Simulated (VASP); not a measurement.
Runs of VASP 6.6.1 on Ca. The structure is that of space group P6_3/mmc (No. 194), or close to it. The cells are those of the table. This isn't the form of Ca at room conditions, which is fcc.

```csv
cell,gap on the mesh (eV),pressure (GPa)
"a = 3.899, b = 3.899, c = 6.392 Å, angles 90.0, 90.0, 120.0°, 2 atoms",none,0.6
"a = 3.811, b = 3.811, c = 6.276 Å, angles 90.0, 90.0, 120.0°, 2 atoms",none,(a)
"a = 3.939, b = 3.939, c = 6.457 Å, angles 90.0, 90.0, 120.0°, 2 atoms",none,0.1
"a = 3.856, b = 3.856, c = 6.334 Å, angles 90.0, 90.0, 120.0°, 2 atoms",none,1.3
"a = 3.766, b = 3.766, c = 6.216 Å, angles 90.0, 90.0, 120.0°, 2 atoms",none,(b)
```

Alike in all rows: task single point; level r2SCAN; potentials or basis VASP PAW PBE potentials, release 64 (Ca_sv); no spin polarisation; k mesh 12 × 12 × 8; cutoff (eV) 520; smearing gaussian 0.1 eV.

Q: Estimate the missing entries.

A: (a) 2.0; (b) 2.8.

Caveats: the PAW data sets were made with another functional, which shifts forces and pressure a little.

A gap of «none» marks levels without a gap at the run's occupations.
